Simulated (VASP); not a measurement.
A run of VASP 6.6.1 is set up as follows.

Contents of INCAR:

```
PREC = Accurate ; ENCUT = 520
EDIFF = 1E-8 ; ISMEAR = -1
SIGMA = 0.05 ; LREAL = F
LASPH = T ; NELM = 60
ALGO = Normal ; ISIF = 2
LWAVE = F ; LCHARG = F
GGA = PE ; LEFG = T
NBANDS = 16
```

KPOINTS

```
regular mesh
0
Gamma
  10 10 10
```

Contents of POSCAR:

```
GaP
1.0
    0.0000000000      2.7432985392      2.7432985392
    2.7432985392      0.0000000000      2.7432985392
    2.7432985392      2.7432985392      0.0000000000
Ga P
1 1
Direct
    0.0000000000      0.0000000000      0.0000000000
    0.7500000000      0.7500000000      0.7500000000
```

Potentials or basis: VASP PAW PBE potentials, release 64 (Ga_d, P).

Run with:

```sh
$ cat potpaw_PBE.64/Ga_d/POTCAR potpaw_PBE.64/P/POTCAR > POTCAR
$ mpirun -np 1 vasp_std > vasp.out
```

Estimate the pressure.

0.8 GPa.

What does it give for the band gap on the k mesh?

1.61 eV (least direct gap 1.66 eV).

A k mesh can miss the band edges.
